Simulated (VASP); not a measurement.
Here is a VASP 6.6.1 calculation.

Contents of INCAR:

```
SYSTEM = Ir3Cl
ALGO = Normal
DIPOL = 0.5 0.5 0.354
EDIFF = 1E-6
EDIFFG = -0.025
ENCUT = 520
GGA = PE
IBRION = 2
IDIPOL = 3
ISIF = 2
ISMEAR = 0
LASPH = .True.
LCHARG = .False.
LDIPOL = .True.
LREAL = .False.
LWAVE = .False.
NELM = 60
NSW = 36
PREC = Accurate
SIGMA = 0.1
```

KPOINTS

```
k-points
0
Gamma
  10 10 1
  0 0 0
```

File POSCAR:

```
Ir3Cl
1.0
    2.7367600872      0.0000000000      0.0000000000
    0.0000000000      2.7367600872      0.0000000000
    0.0000000000      0.0000000000     19.1883373425
Ir Cl
3 1
Selective dynamics
Direct
    0.5000000000      0.5000000000      0.2084599582  F F F
    0.0000000000      0.0000000000      0.3045662601  F F F
    0.5000000000      0.5000000000      0.4006776202  F F F
    0.6666666667      1.0000000000      0.5023036137  F F T
```

Potentials or basis: VASP PAW PBE potentials, release 64 (Ir, Cl).

Run with:

```bash
$ cat potpaw_PBE.64/Ir/POTCAR potpaw_PBE.64/Cl/POTCAR > POTCAR
$ mpirun -np 1 vasp_std > vasp.out
```

What does it give for the band gap on the k mesh?

Zero (bands 17 and 18 overlap by 1.84 eV).

Estimate the energy gained by relaxing.

2.7 meV/atom.

Step by step:
```csv
step,energy change (eV),largest force on free atoms (eV/Å),pressure (GPa)
1,0.0000,0.3865,3.45
2,-0.0059,0.2515,3.19
3,-0.0105,0.0481,2.60
4,-0.0107,0.0009,2.69
```

Caveat: spin-orbit coupling is left out, which moves the levels of the heavy elements.
